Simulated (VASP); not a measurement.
A run of VASP 6.6.1:

The input INCAR:

```
  PREC = Accurate
  ENCUT = 520
  EDIFF = 1E-7
  ISMEAR = 0
  SIGMA = 0.01
  LREAL = F
  LASPH = T
  NELM = 80
  ALGO = Normal
  ISIF = 2
  LWAVE = F
  LCHARG = T
  GGA = PE
  IVDW = 12
  LELF = T
  LVHAR = T
  NBANDS = 31
```

KPOINTS

```
Automatic mesh
0
Gamma
  6 6 4
```

Contents of POSCAR:

```
HfO2
1.0
    3.4667481773      0.0000000000      0.0000000000
    0.0000000000      3.4667481773      0.0000000000
    0.0000000000      0.0000000000      5.0391892761
Hf O
2 4
Direct
    0.5000000000      0.5000000000      0.5000000000
    0.0000000000      0.0000000000      0.0000000000
    0.0000000000      0.5000000000      0.6972100000
    0.5000000000      0.0000000000      0.8027900000
    0.5000000000      0.0000000000      0.3027900000
    0.0000000000      0.5000000000      0.1972100000
```

Potentials or basis: VASP PAW PBE potentials, release 64 (Hf_pv, O).

Run with:

```sh
$ cat potpaw_PBE.64/Hf_pv/POTCAR potpaw_PBE.64/O/POTCAR > POTCAR
$ mpirun -np 1 vasp_std > vasp.out
```

Hardware: 1 thread of AMD EPYC 9R45 96-Core Processor (Zen 5), on a shared host.

Question: Estimate the wall time of this run.

Answer: Run time: 35 s on 1 thread of AMD EPYC 9R45 96-Core Processor (Zen 5), on a shared host, peak memory 0.19 GiB. Counts: scf iterations 16, k points 30.
